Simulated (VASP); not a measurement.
Si: single point with PBE

Si:

```
Si
1.0
     7.28129    0.01384   -0.24313
     0.01384    7.47160   -0.05840
    -0.24313   -0.05840    7.15235
Si
20
Cartesian
  0.9075 0.9124 2.6515
  1.0011 3.8816 4.2023
  5.0121 7.5039 0.3096
  6.8402 1.7601 0.6103
  3.4215 6.3597 1.8119
  6.8913 7.5930 4.2135
  1.1048 6.4672 5.9053
  5.9212 4.4395 4.4802
  3.7320 3.2538 4.3628
  3.6564 0.5913 3.5314
  3.1985 5.0513 6.4370
  5.9053 1.9845 5.2865
  2.9940 0.5999 5.8664
  1.5915 3.9544 0.6024
  -0.5780 4.1756 1.5085
  5.6592 6.0342 2.8335
  5.8134 5.2163 6.5436
  2.1637 2.9933 2.6264
  1.0305 6.3505 1.0477
  1.2461 2.2783 6.0887
```

```yaml
Program: VASP 6.6.1
Task: single point
Functional: PBE
Potentials_or_basis: VASP PAW PBE potentials, release 64 (Si)
Cutoff: 400 eV
k_mesh: 1 × 1 × 1, shifted
Occupations: fermi-dirac, width 0.087 eV
Spin: no spin polarisation
```

```yaml
Pressure: -0.9 GPa
Largest_force: 3.511 eV/Å
```

Forces in eV/Å, atoms in the order of the input:
```
Si   0.294 -0.603 -0.132
Si  -1.610  0.923  2.981
Si   0.048 -0.505 -0.379
Si  -0.180  0.181 -0.526
Si   0.160 -0.045 -0.574
Si  -0.266 -0.253 -0.984
Si   0.215 -0.408 -0.171
Si   0.647 -1.130 -0.919
Si   0.169 -0.718  0.493
Si  -0.034  0.716  0.427
Si  -0.154 -0.103  0.251
Si  -0.655  0.333  0.500
Si   0.123  0.280 -0.331
Si   1.172 -0.199 -0.155
Si  -0.586 -0.148  0.586
Si  -0.151  0.758 -0.783
Si  -1.000  1.656  0.648
Si   1.614 -1.498 -1.291
Si  -0.042  1.043  0.886
Si   0.236 -0.279 -0.529
```

Stress tensor (GPa, compression positive):
```
-2.48  1.77  3.26
 1.77 -4.14  2.68
 3.26  2.68  3.95
```

Levels at points of the mesh, in eV from the Fermi level:
| k point | band 37 | band 38 | band 39 | band 40 | band 41 | band 42 | band 43 | band 44 |
| --- | --- | --- | --- | --- | --- | --- | --- | --- |
| (0.25, 0.25, 0.25) | -1.17 | -0.77 | -0.45 | -0.13 | 0.13 | 0.35 | 0.67 | 0.89 |

It took 34 s on 1 thread of Intel(R) Xeon(R) Platinum 8259CL CPU @ 2.50GHz (Skylake/Cascade Lake), on a shared host, peak memory 0.3 GiB.

Caveat: the atoms stand as in a frame of molecular dynamics.
